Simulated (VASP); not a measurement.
The system is Hg.

```
Hg
1.0
     2.99292    0.00000    0.50309
     0.00000    5.48733    0.00000
    -1.04501    0.00000    2.84928
Hg
2
Direct
  0.74990 0.25000 0.75033
  0.25010 0.75000 0.24967
```

Base run:

```yaml
Program: VASP 6.6.1
Functional: PBE
Potentials_or_basis: VASP PAW PBE potentials, release 64 (Hg)
Cutoff: 520 eV
k_mesh: 6 × 4 × 6
Occupations: fermi-dirac, width 0.02 eV
Spin: no spin polarisation
```

Its results: band gap on the k mesh zero (bands 12 and 13 overlap by 2.61 eV); pressure 2.8 GPa.

Task: The run is repeated on the same cell with these changes: k mesh from 6 × 4 × 6, through Γ to 6 × 4 × 6, shifted. What comes out?

Result: Band gap on the k mesh zero (bands 12 and 13 overlap by 1.22 eV); pressure 3.7 GPa.

Caveats: spin-orbit coupling is left out, which moves the levels of the heavy elements; the cell stands under pressure (at least some runs).
